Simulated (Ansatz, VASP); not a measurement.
## Two plane-wave programs on In2O3

INCAR

```
PREC = Accurate ; ENCUT = 520
EDIFF = 1E-7 ; ISMEAR = 0
SIGMA = 0.03 ; LREAL = Auto
LASPH = T ; NELM = 100
ALGO = Normal ; ISIF = 2
LWAVE = F ; LCHARG = T
LELF = T ; LVHAR = T
NBANDS = 202 ; LUSENCCL = F
```

The input KPOINTS:

```
Automatic mesh
0
Gamma
  4 4 4
```

File POSCAR:

```
In2O3
1.0
   -5.0585000000      5.0585000000      5.0585000000
    5.0585000000     -5.0585000000      5.0585000000
    5.0585000000      5.0585000000     -5.0585000000
In O
16 24
Direct
    0.5000000000      0.5000000000      0.5000000000
    0.5000000000      0.0000000000      0.0000000000
    0.0000000000      0.5000000000      0.0000000000
    0.0000000000      0.0000000000      0.5000000000
    0.2500000000      0.7163000000      0.4663000000
    0.7500000000      0.7837000000      0.0337000000
    0.4663000000      0.2500000000      0.7163000000
    0.0337000000      0.7500000000      0.7837000000
    0.7163000000      0.4663000000      0.2500000000
    0.7837000000      0.0337000000      0.7500000000
    0.7500000000      0.2837000000      0.5337000000
    0.2500000000      0.2163000000      0.9663000000
    0.5337000000      0.7500000000      0.2837000000
    0.9663000000      0.2500000000      0.2163000000
    0.2837000000      0.5337000000      0.7500000000
    0.2163000000      0.9663000000      0.2500000000
    0.5354000000      0.7708000000      0.5470000000
    0.7238000000      0.9884000000      0.9530000000
    0.9646000000      0.5116000000      0.2354000000
    0.7762000000      0.7292000000      0.2646000000
    0.5470000000      0.5354000000      0.7708000000
    0.9530000000      0.7238000000      0.9884000000
    0.2354000000      0.9646000000      0.5116000000
    0.2646000000      0.7762000000      0.7292000000
    0.7708000000      0.5470000000      0.5354000000
    0.9884000000      0.9530000000      0.7238000000
    0.5116000000      0.2354000000      0.9646000000
    0.7292000000      0.2646000000      0.7762000000
    0.4646000000      0.2292000000      0.4530000000
    0.2762000000      0.0116000000      0.0470000000
    0.0354000000      0.4884000000      0.7646000000
    0.2238000000      0.2708000000      0.7354000000
    0.4530000000      0.4646000000      0.2292000000
    0.0470000000      0.2762000000      0.0116000000
    0.7646000000      0.0354000000      0.4884000000
    0.7354000000      0.2238000000      0.2708000000
    0.2292000000      0.4530000000      0.4646000000
    0.0116000000      0.0470000000      0.2762000000
    0.4884000000      0.7646000000      0.0354000000
    0.2708000000      0.7354000000      0.2238000000
```

Input for Ansatz:

```yaml
crystal:
  lattice:
    - [-5.0585, 5.0585, 5.0585]
    - [5.0585, -5.0585, 5.0585]
    - [5.0585, 5.0585, -5.0585]
  atoms:
    - { symbol: In, position: [0.5, 0.5, 0.5] }
    - { symbol: In, position: [0.5, 0.0, 0.0] }
    - { symbol: In, position: [0.0, 0.5, 0.0] }
    - { symbol: In, position: [0.0, 0.0, 0.5] }
    - { symbol: In, position: [0.25, 0.7163, 0.4663] }
    - { symbol: In, position: [0.75, 0.7837, 0.0337] }
    - { symbol: In, position: [0.4663, 0.25, 0.7163] }
    - { symbol: In, position: [0.0337, 0.75, 0.7837] }
    - { symbol: In, position: [0.7163, 0.4663, 0.25] }
    - { symbol: In, position: [0.7837, 0.0337, 0.75] }
    - { symbol: In, position: [0.75, 0.2837, 0.5337] }
    - { symbol: In, position: [0.25, 0.2163, 0.9663] }
    - { symbol: In, position: [0.5337, 0.75, 0.2837] }
    - { symbol: In, position: [0.9663, 0.25, 0.2163] }
    - { symbol: In, position: [0.2837, 0.5337, 0.75] }
    - { symbol: In, position: [0.2163, 0.9663, 0.25] }
    - { symbol: O, position: [0.5354, 0.7708, 0.547] }
    - { symbol: O, position: [0.7238, 0.9884, 0.953] }
    - { symbol: O, position: [0.9646, 0.5116, 0.2354] }
    - { symbol: O, position: [0.7762, 0.7292, 0.2646] }
    - { symbol: O, position: [0.547, 0.5354, 0.7708] }
    - { symbol: O, position: [0.953, 0.7238, 0.9884] }
    - { symbol: O, position: [0.2354, 0.9646, 0.5116] }
    - { symbol: O, position: [0.2646, 0.7762, 0.7292] }
    - { symbol: O, position: [0.7708, 0.547, 0.5354] }
    - { symbol: O, position: [0.9884, 0.953, 0.7238] }
    - { symbol: O, position: [0.5116, 0.2354, 0.9646] }
    - { symbol: O, position: [0.7292, 0.2646, 0.7762] }
    - { symbol: O, position: [0.4646, 0.2292, 0.453] }
    - { symbol: O, position: [0.2762, 0.0116, 0.047] }
    - { symbol: O, position: [0.0354, 0.4884, 0.7646] }
    - { symbol: O, position: [0.2238, 0.2708, 0.7354] }
    - { symbol: O, position: [0.453, 0.4646, 0.2292] }
    - { symbol: O, position: [0.047, 0.2762, 0.0116] }
    - { symbol: O, position: [0.7646, 0.0354, 0.4884] }
    - { symbol: O, position: [0.7354, 0.2238, 0.2708] }
    - { symbol: O, position: [0.2292, 0.453, 0.4646] }
    - { symbol: O, position: [0.0116, 0.047, 0.2762] }
    - { symbol: O, position: [0.4884, 0.7646, 0.0354] }
    - { symbol: O, position: [0.2708, 0.7354, 0.2238] }
scf:
  occupations: { method: gaussian, width: 0.03 }
output:
  eigenstates: { kpoints: [[0, 0, 0], [0.25, 0, 0], [0, 0.25, 0.25]], top_band: c2 }
  write_density: true
  write_potential: true
  elf: true
  volumetric_format: npy
hamiltonian:
  xc: lda
kpoints:
  mp_grid: { grid: [4, 4, 4] }
```

Alike in both runs: task single point; functional LDA; k mesh 4 × 4 × 4; occupations gaussian, width 0.03 eV; no spin polarisation.

|  | VASP | Ansatz |
| --- | --- | --- |
| version | VASP 6.6.1 | Ansatz 0.2.0 |
| potentials or method | VASP PAW LDA potentials, release 64 (In_d, O) | scalar-relativistic, plane waves, PAW |
| plane-wave cutoff (eV) | 520 | 420 |
| valence electrons in the cell | 352 | 352 |

```tsv
	VASP	Ansatz	Ansatz less VASP
gap on the k mesh at the Fermi level (eV)	1.09	1.07	-0.018
least direct gap on the mesh (eV)	1.09	1.07	-0.018
```

LDA's correlation is that of Perdew and Zunger in VASP and of Perdew and Wang (1992) in Ansatz.
